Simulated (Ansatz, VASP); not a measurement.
One calculation of CoSn, two programs

```xyz
2
Lattice="3.1451 0.0000 0.0000 0.0000 3.1451 0.0000 0.0000 0.0000 3.1451" Properties=species:S:1:pos:R:3 pbc="T T T"
Co    0.0000    0.0000    0.0000
Sn    1.5726    1.5726    1.5726
```

Alike in both runs: task relaxation of cell and atoms; functional PBE; k mesh 18 × 18 × 18; occupations gaussian, width 0.1 eV; no spin polarisation.

```csv
,VASP,Ansatz
version,VASP 6.6.1,Ansatz 0.2.0
potentials or method,"VASP PAW PBE potentials, release 64 (Co, Sn_d), cutoff 600 eV","scalar-relativistic, plane waves, PAW"
valence electrons in the cell,23,31
```

VASP gave:

```
gap on the k mesh at the Fermi level, each at its own relaxed structure (eV) : none
relaxed volume (Å³/atom)                                                     : 15.54
relaxed cell length with the largest relative difference (Å)                 : 3.144
```

Task: Estimate Ansatz's values.

Result: gap on the k mesh at the Fermi level, each at its own relaxed structure (eV): none; relaxed volume (Å³/atom): 15.55; relaxed cell length with the largest relative difference (Å): 3.144.

A gap of «none» marks a metal or a gap that the smearing closes. VASP's potentials hold 23 valence electrons a cell and Ansatz's 31, so a difference there can come from the potentials and not from the codes.
